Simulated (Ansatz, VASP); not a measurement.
# One calculation of CoSi2, two programs

```
CELL_PARAMETERS angstrom
3.71127 0.00000 0.00000
-1.85564 3.21406 0.00000
0.00000 0.00000 2.27146
ATOMIC_POSITIONS crystal
Co 0.00000 0.00000 0.00000
Si 0.33333 0.66667 0.50000
Si 0.66667 0.33333 0.50000
```

Change from the starting cell: volume scaled by 0.72, LAPW.

Alike in both runs: task single point; functional PBE; k mesh 10 × 10 × 8; occupations fermi-dirac, width 0.08 eV; no spin polarisation.

|  | VASP | Ansatz |
| --- | --- | --- |
| version | VASP 6.6.1 | Ansatz 0.2.0 |
| potentials or method | VASP PAW PBE potentials, release 64 (Co, Si), cutoff 520 eV | all-electron LAPW, scalar-relativistic |

Ansatz gave:

* pressure (GPa): 100.3
* traceless stress, the component that is largest in VASP (GPa): 0.04

Q: Estimate VASP's values.

A: Pressure (GPa): 100.4; traceless stress, the component that is largest in VASP (GPa): -0.06.

Both programs put the cell under a high pressure, so it lies far from rest at this level. Ansatz ran all-electron here, and VASP with PAW potentials.

Noted on VASP's run: the cell as given lies far from equilibrium.
